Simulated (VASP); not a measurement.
Here is a VASP 6.6.1 calculation.

Contents of INCAR:

```
SYSTEM = BaS
  PREC = Accurate
  ENCUT = 600
  EDIFF = 1E-7
  ISMEAR = 0
  SIGMA = 0.05
  LREAL = .FALSE.
  LASPH = .TRUE.
  NELM = 80
  ALGO = Normal
  ISIF = 4
  LWAVE = .FALSE.
  LCHARG = .FALSE.
  GGA = PE
  IBRION = 2
  NSW = 60
  EDIFFG = -0.01
```

KPOINTS

```
regular mesh
0
G
  8 8 6
  0 0 0
```

The input POSCAR:

```
BaS
1.0
    4.5637252669      0.0000000000      0.0000000000
   -2.2818626334      3.9523020170      0.0000000000
    0.0000000000      0.0000000000      7.9729868099
Ba S
2 2
Direct
    0.3333333333      0.6666666667      0.2500000000
    0.6666666667      0.3333333333      0.7500000000
    0.0000000000      0.0000000000      0.0000000000
    0.0000000000      0.0000000000      0.5000000000
```

Potentials or basis: VASP PAW PBE potentials, release 64 (Ba_sv, S).

Launch:

```sh
$ cat potpaw_PBE.64/Ba_sv/POTCAR potpaw_PBE.64/S/POTCAR > POTCAR
$ mpirun -np 1 vasp_std > vasp.out
```

**Question.** What does it give for the band gap on the k mesh?

**Answer.** 1.99 eV (least direct gap 2.25 eV).

Final structure:
```yaml
crystal:
  lattice:
    - [4.56682, 0.00000, 0.00000]
    - [-2.28341, 3.95498, 0.00000]
    - [0.00000, 0.00000, 7.96218]
  atoms:
    - { symbol: Ba, position: [0.33333, 0.66667, 0.25000] }
    - { symbol: Ba, position: [0.66667, 0.33333, 0.75000] }
    - { symbol: S, position: [0.00000, 0.00000, 0.00000] }
    - { symbol: S, position: [0.00000, 0.00000, 0.50000] }
```

Caveat: spin-orbit coupling is left out, which moves the levels of the heavy elements. A k mesh can miss the band edges.
